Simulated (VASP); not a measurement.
**SrO: electric field gradients with PBEsol**

The system is SrO.

```
CELL_PARAMETERS angstrom
0.00000 2.56980 2.56980
2.56980 0.00000 2.56980
2.56980 2.56980 0.00000
ATOMIC_POSITIONS crystal
Sr 0.00000 0.00000 0.00000
O 0.50000 0.50000 0.50000
```

```yaml
Program: VASP 6.6.1
Task: electric field gradients
Functional: PBEsol
Potentials_or_basis: VASP PAW PBE potentials, release 64 (Sr_sv, O)
Cutoff: 520 eV
k_mesh: 8 × 8 × 8
Occupations: fermi-dirac, width 0.03 eV
Spin: no spin polarisation
Dipole_correction: no
Further_INCAR_settings: ALGO = Normal; EDIFF = 1e-08; NBANDS = 15
```

```json
{"Pressure": "-0.3 GPa", "Band gap on the k mesh": "3.15 eV, indirect (least direct gap 3.24 eV)"}
```

Levels at points of the mesh, in eV from the valence-band top:
```
           k point  band 5  band 6  band 7  band 8  band 9  band 10  band 11  band 12
(0.00, 0.00, 0.00)  -13.88    0.00    0.00    0.00    3.83     6.17     6.17     6.17
(0.50, 0.00, 0.00)  -12.69   -2.23   -1.16   -1.16    6.50     8.30     8.85     8.85
(0.50, 0.50, 0.00)  -14.26   -0.43   -0.09   -0.09    3.15     7.77    10.20    10.23
```

It took 8.4 s on 1 thread of Intel(R) Xeon(R) 6975P-C (Granite Rapids), on a shared host, peak memory 0.16 GiB.

Caveat: without QUAD_EFG the Cq values of the log hold for a quadrupole moment of 1 mb, not for the nuclei; the PAW data sets were made with another functional, which shifts forces and pressure a little. A k mesh can miss the band edges.
